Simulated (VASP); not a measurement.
Write the native input for VASP 6.6.1 that does the following.

```
Task                   : relaxation of cell and atoms
Functional             : PBE
Potentials or basis    : VASP PAW PBE potentials, release 64 (P)
Cutoff                 : 600 eV
k mesh                 : 15 × 15 × 15
Occupations            : gaussian, width 0.1 eV
Spin                   : no spin polarisation
Dipole correction      : no
Further INCAR settings : ALGO = Normal; EDIFF = 1e-06; IBRION = 2; EDIFFG = -0.005; NSW = 70; ISIF = 3
```

The structure of P lies in POSCAR:

```
P
1.0
    1.7132924525      0.9891698586      2.9115578036
   -1.7132924525      0.9891698586      2.9115578036
    0.0000000000     -1.9783397173      2.9115578036
P
2
Direct
    0.2340199604      0.2340199604      0.2340199604
    0.7659800396      0.7659800396      0.7659800396
```

The input as run:

INCAR

```
SYSTEM = P
  ALGO = Normal
  EDIFF = 1E-6
  EDIFFG = -0.005
  ENCUT = 600
  GGA = PE
  IBRION = 2
  ISIF = 3
  ISMEAR = 0
  LASPH = .TRUE.
  LCHARG = .FALSE.
  LREAL = .FALSE.
  LWAVE = .FALSE.
  NELM = 100
  NSW = 70
  PREC = Accurate
  SIGMA = 0.1
```

KPOINTS

```
k-points
0
G
  15 15 15
  0 0 0
```

Potentials or basis: VASP PAW PBE potentials, release 64 (P).

The run is started by

```sh
$ cat potpaw_PBE.64/P/POTCAR > POTCAR
$ mpirun -np 1 vasp_std > vasp.out
```

Results of the run:

```
Relaxed volume                        : 16.10 Å³/atom
Relaxed cell                          : a = 3.674 Å, b = 3.674 Å, c = 3.674 Å, α = 56.49°, β = 56.49°, γ = 56.49°
Space group after relaxing (to 0.1 Å) : R-3m (No. 166)
Energy gained by relaxing             : 19.5 meV/atom
Ionic steps                           : 9
Pressure after relaxing               : 0.0 GPa
Band gap on the k mesh                : zero (bands 5 and 6 overlap by 0.79 eV)
```

It took 8.9 min on 1 thread of Intel(R) Xeon(R) Platinum 8259CL CPU @ 2.50GHz (Skylake/Cascade Lake), on a shared host, peak memory 0.23 GiB.
